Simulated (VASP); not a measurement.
The system is W.

```
W
1.0
     2.82000    0.00000    0.00000
    -1.41000    2.44219    0.00000
     0.00000    0.00000    4.60506
W
2
Direct
  0.33333 0.66667 0.25000
  0.66667 0.33333 0.75000
```

This isn't the form of W at room conditions, which is bcc.

- Program: VASP 6.6.1
- Task: relaxation of cell and atoms
- Functional: LDA
- Potentials or basis: VASP PAW LDA potentials, release 64 (W_sv)
- Cutoff: 600 eV
- k mesh: 10 × 10 × 6
- Occupations: fermi-dirac, width 0.05 eV
- Spin: no spin polarisation

At the start: pressure -2.3 GPa; volume 15.86 Å³/atom.

Where does the relaxation end?

Over 7 steps the energy falls by 52.0 meV/atom and the volume is 15.82 Å³/atom (-0.2 %); space group P6_3/mmc (No. 194, to 0.1 Å) before and after.

Step by step:
```tsv
step	energy change (eV)	largest force (eV/Å)	pressure (GPa)	volume (Å³)
1	0.0000	0.0000	-2.32	31.71
2	-0.0707	0.0000	10.72	30.62
3	-0.0775	0.0000	7.71	30.84
4	-0.0946	0.0000	0.44	31.71
5	-0.1008	0.0000	2.74	31.40
6	-0.1033	0.0000	-1.24	31.76
7	-0.1040	0.0000	-0.01	31.64
```

Final structure:
```yaml
crystal:
  lattice:
    - [2.74451, 0.00000, 0.00000]
    - [-1.37225, 2.37681, 0.00000]
    - [0.00000, 0.00000, 4.85064]
  atoms:
    - { symbol: W, position: [0.33333, 0.66667, 0.25000] }
    - { symbol: W, position: [0.66667, 0.33333, 0.75000] }
```
